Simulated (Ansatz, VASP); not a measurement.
**One calculation of CdS, two programs**

```
CELL_PARAMETERS angstrom
0.00000 2.95273 2.95273
2.95273 0.00000 2.95273
2.95273 2.95273 0.00000
ATOMIC_POSITIONS crystal
Cd 0.00000 0.00000 0.00000
S 0.75000 0.75000 0.75000
```

Change from the starting cell: volume scaled by 1.01, crystal datasets.

Alike in both runs: task electric field gradients; functional PBEsol; k mesh 7 × 7 × 7; occupations fermi-dirac, width 0.02 eV; no spin polarisation.

```csv
,VASP,Ansatz
version,VASP 6.6.1,Ansatz 0.2.0
potentials or method,"VASP PAW PBE potentials, release 64 (Cd, S), cutoff 520 eV","all-electron PAW with datasets made for the crystal, scalar-relativistic"
```

|  | VASP | Ansatz | Ansatz less VASP |
| --- | --- | --- | --- |
| gap on the k mesh at the Fermi level (eV) | 0.93 | 0.93 | -0.003 |
| pressure (GPa) | -2.0 | -2.3 | -0.31 |

VASP's potentials were made for PBE, not for PBEsol. Ansatz ran all-electron here, and VASP with PAW potentials.
